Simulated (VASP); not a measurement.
Here is a VASP 6.6.1 calculation.

Contents of INCAR:

```
SYSTEM = C
PREC = Accurate
ENCUT = 520
EDIFF = 1E-6
ISMEAR = 0
SIGMA = 0.15
LREAL = .FALSE.
LASPH = .TRUE.
NELM = 100
ALGO = Normal
ISIF = 2
LWAVE = .FALSE.
LCHARG = .TRUE.
GGA = PS
IVDW = 12
LELF = .TRUE.
LVHAR = .TRUE.
NBANDS = 11
```

Contents of KPOINTS:

```
Automatic mesh
0
G
  21 21 12
  0 0 0
```

The input POSCAR:

```
C
1.0
    2.4576582469      0.0000000000      0.0000000000
   -1.2288291235      2.1283944757      0.0000000000
    0.0000000000      0.0000000000      3.5294822413
C
2
Direct
    0.3333333333      0.6666666667     -0.0088681563
    0.6666666667      0.3333333333      0.0088681563
```

Potentials or basis: VASP PAW PBE potentials, release 64 (C).

Command:

```console
$ cat potpaw_PBE.64/C/POTCAR > POTCAR
$ mpirun -np 1 vasp_std > vasp.out
```

Problem. Predict the largest force.

Solution. 1.053 eV/Å.

Problem. Estimate the dispersion energy per atom.

Solution. -0.105 eV.

Problem. What does it give for the pressure?

Solution. 0.5 GPa.

Problem. Estimate the band gap on the k mesh.

Solution. Zero (bands 4 and 5 overlap by 1.01 eV).

Forces on the atoms (eV/Å):
```
C    0.000  0.000  1.053
C    0.000  0.000 -1.053
```

Caveat: the cell differs from its parent crystal (atoms displaced along a vibrational mode); the PAW data sets were made with another functional, which shifts forces and pressure a little.
